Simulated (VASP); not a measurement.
# Os (Fm-3m) in VASP: further runs, part 2 of 2

VASP 6.6.1. The steps go on from the part before.

## Step 3: Electric field gradients, r2SCAN+D3(BJ)

The input, POSCAR:

```
Os
1.0
    0.0000000000      1.9450000000      1.9450000000
    1.9450000000      0.0000000000      1.9450000000
    1.9450000000      1.9450000000      0.0000000000
Os
1
Direct
    0.0000000000      0.0000000000      0.0000000000
```

The input, INCAR.step1:

```
SYSTEM = Os
ALGO = Normal ; EDIFF = 1E-5
ENCUT = 580 ; GGA = PE
GGA_COMPAT = .False. ; ISMEAR = -1
LASPH = .True. ; LCHARG = .False.
LREAL = .False. ; LWAVE = .True.
NBANDS = 10 ; NELM = 120
PREC = Accurate ; SIGMA = 0.15
```

The input, INCAR.step2:

```
SYSTEM = Os
ALGO = Normal ; EDIFF = 1E-8
ENCUT = 580 ; GGA_COMPAT = .False.
ISIF = 2 ; ISMEAR = -1
ISTART = 1 ; IVDW = 12
LASPH = .True. ; LCHARG = .False.
LEFG = .True. ; LMIXTAU = .True.
LREAL = .False. ; LWAVE = .False.
METAGGA = R2SCAN ; NBANDS = 10
NELM = 120 ; PREC = Accurate
SIGMA = 0.15 ; VDW_A1 = 0.49484001
VDW_A2 = 5.73083694 ; VDW_S6 = 1.0
VDW_S8 = 0.78981345
```

The input, KPOINTS:

```
k-points
0
Gamma
  12 12 12
  0 0 0
```

Potentials or basis: VASP PAW PBE potentials, release 64 (Os).

The run is started by

```sh
> cat potpaw_PBE.64/Os/POTCAR > POTCAR
> cp INCAR.step1 INCAR
> mpirun -np 1 vasp_std > vasp.out
> cp INCAR.step2 INCAR
> mpirun -np 1 vasp_std > vasp.out
```

OUTCAR:

```text
SYSTEM = Os
   EDIFF = 1E-8
   ENCUT = 580
   ISIF = 2
   ISMEAR = -1
   ISTART = 1
   IVDW = 12
   LASPH = .True.
   LREAL = .False.
   METAGGA = R2SCAN
   NELM = 120
   PREC = Accurate
 IVDW          = 12

 ion  position               nearest neighbor table
   1  0.000  0.000  0.000-

  LATTYP: Found a face centered cubic cell.
 ALAT       =     3.8900000000

  Lattice vectors:

 A1 = (   0.0000000000,   1.9450000000,   1.9450000000)
 A2 = (   1.9450000000,   0.0000000000,   1.9450000000)
 A3 = (   1.9450000000,   1.9450000000,   0.0000000000)

Analysis of symmetry for initial positions (statically):
=====================================================================
 Subroutine PRICEL returns:
 Original cell was already a primitive cell.

 Routine SETGRP: Setting up the symmetry group for a
 face centered cubic supercell.

 Subroutine GETGRP returns: Found 48 space group operations
 (whereof 48 operations were pure point group operations)
 out of a pool of 48 trial point group operations.

The static configuration has the point symmetry O_h .

Analysis of symmetry for dynamics (positions and initial velocities):
=====================================================================
 Subroutine PRICEL returns:
 Original cell was already a primitive cell.

 Routine SETGRP: Setting up the symmetry group for a
 face centered cubic supercell.

 Subroutine GETGRP returns: Found 48 space group operations
 (whereof 48 operations were pure point group operations)
 out of a pool of 48 trial point group operations.

[... 159 lines left out ...]
      5       8.4124      1.06330
      6       8.4124      1.06330
      7      23.3505      0.00000
      8      29.2085      0.00000
      9      29.2085      0.00000
     10      29.2085      0.00000
[... 287 lines left out ...]
 k-point    24 :      -0.4167    0.1667    0.0000
  band No.  band energies     occupation
      1       1.8220      2.00000
      2       4.4443      2.00000
      3       6.2003      2.00000
      4       6.2263      2.00000
      5      10.2446      0.00001
      6      13.4182      0.00000
      7      17.0809      0.00000
      8      24.7370      0.00000
      9      27.1263      0.00000
     10      29.2308      0.00000

 [... further k-points ...]

------------------------ aborting loop because EDIFF is reached ----------------------------------------

 Edisp (eV)   -0.29155

 E8    (eV) :    -0.1153

  FORCE on cell =-STRESS in cart. coord.  units (eV):
  Direction    XX          YY          ZZ          XY          YZ          ZX
  --------------------------------------------------------------------------------------
  -------------------------------------------------------------------------------------
  Total      -1.78203    -1.78203    -1.78203     0.00000    -0.00000     0.00000
  in kB    -194.01537  -194.01537  -194.01537     0.00000    -0.00000     0.00000
  external pressure =     -194.02 kB  Pullay stress =        0.00 kB

 VOLUME and BASIS-vectors are now :
 -----------------------------------------------------------------------------
  energy-cutoff  :      580.00
  volume of cell :       14.72
      direct lattice vectors                 reciprocal lattice vectors
     0.000000000  1.945000000  1.945000000    -0.257069409  0.257069409  0.257069409
     1.945000000  0.000000000  1.945000000     0.257069409 -0.257069409  0.257069409
     1.945000000  1.945000000  0.000000000     0.257069409  0.257069409 -0.257069409

 POSITION                                       TOTAL-FORCE (eV/Angst)
 -----------------------------------------------------------------------------------
      0.00000      0.00000      0.00000         0.000000      0.000000      0.000000
 -----------------------------------------------------------------------------------
    total drift:                               -0.000000     -0.000000     -0.000000

  FREE ENERGIE OF THE ION-ELECTRON SYSTEM (eV)
  ---------------------------------------------------
  free  energy   TOTEN  =       -53.1523523157 eV

  energy  without entropy=      -53.1016827097  energy(sigma->0) =      -53.12701751

 Electric field gradients (V/A^2)
---------------------------------------------------------------------
 ion       V_xx      V_yy      V_zz      V_xy      V_xz      V_yz
---------------------------------------------------------------------
   1      -0.000    -0.000     0.000     0.000     0.000     0.000
---------------------------------------------------------------------

 Electric field gradients after diagonalization (V/A^2)
 (convention: |V_zz| > |V_xx| > |V_yy|)
----------------------------------------------------------------------
 ion       V_xx      V_yy      V_zz     asymmetry (V_yy - V_xx)/ V_zz
----------------------------------------------------------------------
   1      -0.000    -0.000     0.000       0.000
----------------------------------------------------------------------

           NMR quadrupolar parameters

 Cq : quadrupolar parameter    Cq=e*Q*V_zz/h
 eta: asymmetry parameters     (V_yy - V_xx)/ V_zz
 Q  : nuclear electric quadrupole moment in mb (millibarn)
----------------------------------------------------------------------
 ion       Cq(MHz)       eta       Q (mb)
----------------------------------------------------------------------
   1       0.000       0.000       1.000
----------------------------------------------------------------------
```

OUTCAR.step1:

```text
SYSTEM = Os
   EDIFF = 1E-5
   ENCUT = 580
   GGA = PE
   ISMEAR = -1
   LASPH = .True.
   LREAL = .False.
[... 528 lines left out ...]
 -----------------------------------------------------------------------------------
      0.00000      0.00000      0.00000        -0.000000      0.000000      0.000000
 -----------------------------------------------------------------------------------
    total drift:                               -0.000000     -0.000000     -0.000000

  FREE ENERGIE OF THE ION-ELECTRON SYSTEM (eV)
  ---------------------------------------------------
  free  energy   TOTEN  =       -11.1409503458 eV

  energy  without entropy=      -11.0873308522  energy(sigma->0) =      -11.11414060
```

It took 32 s on 1 thread of Intel Xeon Platinum 8488C (Sapphire Rapids), shared host; peak memory 0.17 GiB.

Results:

```
Free energy                             : -53.1524 eV
Pressure                                : -19.4 GPa
Band gap on the k mesh                  : zero (bands 4 and 5 overlap by 3.66 eV)
Largest electric field gradient by atom : zero within the noise of the run
Dispersion energy per atom              : -0.292 eV
```

Caveat: the cell stands under tension; the PAW data sets were made with another functional, which shifts forces and pressure a little; spin-orbit coupling is left out, which moves the levels of the heavy elements.

## Step 4: Band structure, PBEsol

The input, INCAR:

```
ALGO = Normal
EDIFF = 1E-6
ENCUT = 460
GGA = PS
GGA_COMPAT = F
ISMEAR = -1
LASPH = T
LCHARG = F
LMAXMIX = 4
LREAL = F
LWAVE = F
NBANDS = 15
NELM = 120
PREC = Accurate
SIGMA = 0.02
```

The input, KPOINTS:

```
Automatic mesh
0
Gamma
  27 27 27
  0 0 0
```

The input, KPOINTS_OPT:

```
path GXWKGLUWLK,UX
12
line-mode
reciprocal
 0.0000000000  0.0000000000  0.0000000000  G
 0.5000000000  0.0000000000  0.5000000000  X

 0.5000000000  0.0000000000  0.5000000000  X
 0.5000000000  0.2500000000  0.7500000000  W

 0.5000000000  0.2500000000  0.7500000000  W
 0.3750000000  0.3750000000  0.7500000000  K

 0.3750000000  0.3750000000  0.7500000000  K
 0.0000000000  0.0000000000  0.0000000000  G

 0.0000000000  0.0000000000  0.0000000000  G
 0.5000000000  0.5000000000  0.5000000000  L

 0.5000000000  0.5000000000  0.5000000000  L
 0.6250000000  0.2500000000  0.6250000000  U

 0.6250000000  0.2500000000  0.6250000000  U
 0.5000000000  0.2500000000  0.7500000000  W

 0.5000000000  0.2500000000  0.7500000000  W
 0.5000000000  0.5000000000  0.5000000000  L

 0.5000000000  0.5000000000  0.5000000000  L
 0.3750000000  0.3750000000  0.7500000000  K

 0.6250000000  0.2500000000  0.6250000000  U
 0.5000000000  0.0000000000  0.5000000000  X
```

POSCAR is that of step 3.

The run is started by

```sh
> cat potpaw_PBE.64/Os/POTCAR > POTCAR
> mpirun -np 1 vasp_std > vasp.out
```

It took 44 s on 1 thread of AMD EPYC 9R45 (Zen 5), shared host; peak memory 0.22 GiB.

It converged, with:

| Item | Value |
| --- | --- |
| Free energy | -12.0485 eV |
| Pressure | -20.2 GPa |
| Band gap along the path | zero within the smearing |

Levels at the corners of the path, in eV from the Fermi level:
```csv
point,band 1,band 2,band 3,band 4,band 5,band 6,band 7,band 8
Γ,-10.44,-2.82,-2.82,-2.82,0.02,0.02,14.28,19.78
X,-7.13,-6.44,2.21,2.21,2.88,2.88,11.42,11.91
X,-7.13,-6.44,2.21,2.21,2.88,2.88,11.42,11.91
W,-5.43,-3.94,-3.94,-0.75,2.89,8.95,9.73,9.73
W,-5.43,-3.94,-3.94,-0.75,2.89,8.95,9.73,9.73
K,-6.10,-5.11,-1.94,0.28,1.94,6.91,8.62,12.36
K,-6.10,-5.11,-1.94,0.28,1.94,6.91,8.62,12.36
Γ,-10.44,-2.82,-2.82,-2.82,0.02,0.02,14.28,19.78
Γ,-10.44,-2.82,-2.82,-2.82,0.02,0.02,14.28,19.78
L,-7.30,-2.96,-2.96,-0.25,2.25,2.25,8.33,13.79
L,-7.30,-2.96,-2.96,-0.25,2.25,2.25,8.33,13.79
U,-6.10,-5.11,-1.94,0.28,1.94,6.91,8.62,12.36
U,-6.10,-5.11,-1.94,0.28,1.94,6.91,8.62,12.36
W,-5.43,-3.94,-3.94,-0.75,2.89,8.95,9.73,9.73
W,-5.43,-3.94,-3.94,-0.75,2.89,8.95,9.73,9.73
L,-7.30,-2.96,-2.96,-0.25,2.25,2.25,8.33,13.79
L,-7.30,-2.96,-2.96,-0.25,2.25,2.25,8.33,13.79
K,-6.10,-5.11,-1.94,0.28,1.94,6.91,8.62,12.36
U,-6.10,-5.11,-1.94,0.28,1.94,6.91,8.62,12.36
X,-7.13,-6.44,2.21,2.21,2.88,2.88,11.42,11.91
```

Caveat: the cell stands under tension; the PAW data sets were made with another functional, which shifts forces and pressure a little; spin-orbit coupling is left out, which moves the levels of the heavy elements.

## Step 5: Equation of state, MS2

The input, POSCAR.step1:

```
Os
1.0
    0.0000000000      1.8848063507      1.8848063507
    1.8848063507      0.0000000000      1.8848063507
    1.8848063507      1.8848063507      0.0000000000
Os
1
Direct
    0.0000000000      0.0000000000      0.0000000000
```

The input, POSCAR.step2:

```
Os
1.0
    0.0000000000      1.9052949815      1.9052949815
    1.9052949815      0.0000000000      1.9052949815
    1.9052949815      1.9052949815      0.0000000000
Os
1
Direct
    0.0000000000      0.0000000000      0.0000000000
```

The input, POSCAR.step3:

```
Os
1.0
    0.0000000000      1.9253521920      1.9253521920
    1.9253521920      0.0000000000      1.9253521920
    1.9253521920      1.9253521920      0.0000000000
Os
1
Direct
    0.0000000000      0.0000000000      0.0000000000
```

The input, POSCAR.step4:

```
Os
1.0
    0.0000000000      1.9450000000      1.9450000000
    1.9450000000      0.0000000000      1.9450000000
    1.9450000000      1.9450000000      0.0000000000
Os
1
Direct
    0.0000000000      0.0000000000      0.0000000000
```

The input, POSCAR.step5:

```
Os
1.0
    0.0000000000      1.9642586782      1.9642586782
    1.9642586782      0.0000000000      1.9642586782
    1.9642586782      1.9642586782      0.0000000000
Os
1
Direct
    0.0000000000      0.0000000000      0.0000000000
```

The input, POSCAR.step6:

```
Os
1.0
    0.0000000000      1.9831469396      1.9831469396
    1.9831469396      0.0000000000      1.9831469396
    1.9831469396      1.9831469396      0.0000000000
Os
1
Direct
    0.0000000000      0.0000000000      0.0000000000
```

The input, POSCAR.step7:

```
Os
1.0
    0.0000000000      2.0016820975      2.0016820975
    2.0016820975      0.0000000000      2.0016820975
    2.0016820975      2.0016820975      0.0000000000
Os
1
Direct
    0.0000000000      0.0000000000      0.0000000000
```

The input, INCAR:

```
ALGO = Normal ; EDIFF = 1E-7
ENCUT = 510 ; GGA_COMPAT = False
ISIF = 2 ; ISMEAR = 1
LASPH = True ; LCHARG = False
LMIXTAU = True ; LREAL = False
LWAVE = False ; METAGGA = MS2
NELM = 120 ; NSW = 0
PREC = Accurate ; SIGMA = 0.1
```

The input, KPOINTS:

```
k-points
0
Gamma
  14 14 14
```

Potentials or basis: VASP PAW PBE potentials, release 64 (Os_sv_GW).

The run is started by

```sh
> cat potpaw_PBE.64/Os_sv_GW/POTCAR > POTCAR
> cp POSCAR.step1 POSCAR
> mpirun -np 1 vasp_std > vasp.out
> cp POSCAR.step2 POSCAR
> mpirun -np 1 vasp_std > vasp.out
> cp POSCAR.step3 POSCAR
> mpirun -np 1 vasp_std > vasp.out
> cp POSCAR.step4 POSCAR
> mpirun -np 1 vasp_std > vasp.out
> cp POSCAR.step5 POSCAR
> mpirun -np 1 vasp_std > vasp.out
> cp POSCAR.step6 POSCAR
> mpirun -np 1 vasp_std > vasp.out
> cp POSCAR.step7 POSCAR
> mpirun -np 1 vasp_std > vasp.out
```

Run time: 6.3 min. Hardware: 1 thread of Intel Xeon 6975P-C (Granite Rapids), shared host; peak memory 0.17 GiB.

The run converged. Its results:

```yaml
Equilibrium_volume: 13.86 Å³/atom
Bulk_modulus: 439 GPa
Pressure_derivative_of_the_bulk_modulus: 4.9
```

Energy against volume, from the lowest point:
```tsv
volume (Å³/atom)	energy (meV/atom)
13.392	22.68
13.833	0.00
14.274	16.25
14.716	64.91
15.157	140.45
15.599	238.08
16.040	354.19
```

Caveat: the PAW data sets were made with another functional, which shifts forces and pressure a little; spin-orbit coupling is left out, which moves the levels of the heavy elements.

## Step 6: The runs side by side

| task | level | potentials or basis | spin | k mesh | cutoff (eV) | smearing | dipole correction | k mesh for the DOS | occupations for the DOS | tolerance level | purpose | pressure (GPa) |
| --- | --- | --- | --- | --- | --- | --- | --- | --- | --- | --- | --- | --- |
| single point | BLYP | VASP PAW PBE potentials, release 64 (Os_sv_GW) | non-collinear, zero start, SOC | 12 × 12 × 12 | 420 | methfessel-paxton 0.1 eV | no | 18 × 18 × 18 | tetrahedron | - | - | - |
| electric field gradients | r2SCAN+D3(BJ) | VASP PAW PBE potentials, release 64 (Os) | off | 12 × 12 × 12 | 580 | fermi-dirac 0.15 eV | no | - | - | - | - | -19.4 |
| band structure | PBEsol | VASP PAW PBE potentials, release 64 (Os) | off | 27 × 27 × 27 | 460 | fermi-dirac 0.02 eV | - | - | - | standard | bands | -20.2 |
| equation of state | MS2 | VASP PAW PBE potentials, release 64 (Os_sv_GW) | off | 14 × 14 × 14 | 510 | methfessel-paxton 0.1 eV | - | - | - | screening | choice of potentials | - |

Alike in all rows: cell a = 2.751 Å, angles 60.0°, 1 atom.

Caveats: the PAW data sets were made with another functional, which shifts forces and pressure a little; spin-orbit coupling is left out, which moves the levels of the heavy elements (at least some runs); the cell stands under tension (at least some runs).

Absolute energies hang on the potentials; compare differences alone.
